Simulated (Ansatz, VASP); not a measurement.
K: VASP beside Ansatz

The input INCAR:

```
ALGO = Normal
EDIFF = 1E-7
EDIFFG = -0.04
ENCUT = 600
GGA = PS
IBRION = 2
ISIF = 3
ISMEAR = 0
LASPH = True
LCHARG = False
LREAL = False
LWAVE = False
NELM = 100
NSW = 90
PREC = Accurate
SIGMA = 0.1
```

File KPOINTS:

```
k-points
0
Gamma
  4 4 4
```

The input POSCAR:

```
K
1.0
    2.6714735410     -8.4744628945      0.0000000000
    2.6714735410      8.4744628945      0.0000000000
    0.0000000000      0.0000000000      7.0701233291
K
4
Direct
    0.0980000000      0.9020000000      0.9100000000
    0.5980000000      0.4020000000      0.5900000000
    0.9020000000      0.0980000000      0.0900000000
    0.4020000000      0.5980000000      0.4100000000
```

Input for Ansatz:

```yaml
crystal:
  lattice:
    - [2.671473541, -8.4744628945, 0.0]
    - [2.671473541, 8.4744628945, 0.0]
    - [0.0, 0.0, 7.0701233291]
  atoms:
    - { symbol: K, position: [0.098, 0.902, 0.91] }
    - { symbol: K, position: [0.598, 0.402, 0.59] }
    - { symbol: K, position: [0.902, 0.098, 0.09] }
    - { symbol: K, position: [0.402, 0.598, 0.41] }
basis:
  ecutwfc: 420
kpoints:
  mp_grid: { grid: [4, 4, 4] }
hamiltonian:
  xc: pbesol
scf:
  occupations: { method: gaussian, width: 0.1 }
  lower_state_search: "off"
output:
  forces: true
  stress: true
  eigenvalues: true
relax:
  adjacent_minimum: "off"
  f_tol: 0.04
  max_steps: 70
  cell: { stress_tol: 0.4 }
```

Alike in both runs: task relaxation of cell and atoms; functional PBEsol; k mesh 4 × 4 × 4; occupations gaussian, width 0.1 eV; no spin polarisation.

```csv
,VASP,Ansatz
version,VASP 6.6.1,Ansatz 0.2.0
potentials or method,"VASP PAW PBE potentials, release 64 (K_sv), cutoff 600 eV","scalar-relativistic, plane waves, PAW"
valence electrons in the cell,36,36
```

Ansatz gave:

- gap on the k mesh at the Fermi level, each at its own relaxed structure (eV): none
- relaxed volume (Å³/atom): 72.13
- relaxed cell length with the largest relative difference (Å): 7.451

**Question.** Which values does VASP return?

**Answer.** gap on the k mesh at the Fermi level, each at its own relaxed structure (eV): none; relaxed volume (Å³/atom): 73.41; relaxed cell length with the largest relative difference (Å): 7.566.

VASP's potentials were made for PBE, not for PBEsol. A gap of «none» marks a metal or a gap that the smearing closes.
